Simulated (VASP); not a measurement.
A run of VASP 6.6.1 is set up as follows.

Contents of INCAR:

```
PREC = Accurate ; ENCUT = 600
EDIFF = 1E-6 ; ISMEAR = 0
SIGMA = 0.1 ; LREAL = F
LASPH = T ; NELM = 80
ALGO = Normal ; ISIF = 3
LWAVE = F ; LCHARG = F
GGA = PE ; IBRION = 2
NSW = 100 ; EDIFFG = -0.01
```

KPOINTS

```
regular mesh
0
Gamma
  12 12 12
```

File POSCAR:

```
HfBr
1.0
    0.0000000000      3.6706108078      3.6706108078
    3.6706108078      0.0000000000      3.6706108078
    3.6706108078      3.6706108078      0.0000000000
Hf Br
2 2
Direct
    0.5000000000      0.5000000000      0.5000000000
    0.7500000000      0.7500000000      0.7500000000
    0.2500000000      0.2500000000      0.2500000000
    0.0000000000      0.0000000000      0.0000000000
```

Potentials or basis: VASP PAW PBE potentials, release 64 (Hf_pv, Br).

Command:

```bash
$ cat potpaw_PBE.64/Hf_pv/POTCAR potpaw_PBE.64/Br/POTCAR > POTCAR
$ mpirun -np 1 vasp_std > vasp.out
```

(1) What does it give for the band gap on the k mesh?

(2) What does it give for the relaxed volume?

Results:

(1) zero (bands 17 and 18 overlap by 0.42 eV).

(2) 24.44 Å³/atom.

Caveat: spin-orbit coupling is left out, which moves the levels of the heavy elements.
